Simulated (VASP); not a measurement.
A run of VASP 6.6.1:

The input INCAR:

```
  PREC = Accurate
  ENCUT = 520
  EDIFF = 1E-6
  ISMEAR = 0
  SIGMA = 0.2
  LREAL = F
  LASPH = T
  NELM = 60
  ALGO = Normal
  ISIF = 2
  LWAVE = F
  LCHARG = T
  GGA = PE
  LELF = T
  LVHAR = T
  NBANDS = 40
```

KPOINTS

```
regular mesh
0
Gamma
  4 4 2
```

File POSCAR:

```
ZnCdSe4S2
1.0
    4.4560967741      0.0000000000      0.0000000000
    0.0000000000      4.4560967741      0.0000000000
    0.0000000000      0.0000000000     12.3407649402
Zn Cd Se S
1 1 4 2
Direct
    0.0000000000      0.0000000000      0.0000000000
    0.5000000000      0.5000000000      0.0000000000
    0.0000000000      0.5000000000      0.1181451696
    0.5000000000      0.0000000000      0.8818548304
    0.5000000000      0.5000000000      0.5878330991
    0.5000000000      0.5000000000      0.4121669009
    0.0000000000      0.0000000000      0.5768376054
    0.0000000000      0.0000000000      0.4231623946
```

Potentials or basis: VASP PAW PBE potentials, release 64 (Zn, Cd, Se, S).

The run is started by

```sh
$ cat potpaw_PBE.64/Zn/POTCAR potpaw_PBE.64/Cd/POTCAR potpaw_PBE.64/Se/POTCAR potpaw_PBE.64/S/POTCAR > POTCAR
$ mpirun -np 1 vasp_std > vasp.out
```

Hardware: 1 thread of Intel(R) Xeon(R) 6975P-C (Granite Rapids), with other jobs on the host.

Task: How long does it take, and how much memory?

Result: Run time: 72 s on 1 thread of Intel(R) Xeon(R) 6975P-C (Granite Rapids), on a shared host, peak memory 0.42 GiB. Counts: scf iterations 18, k points 12.
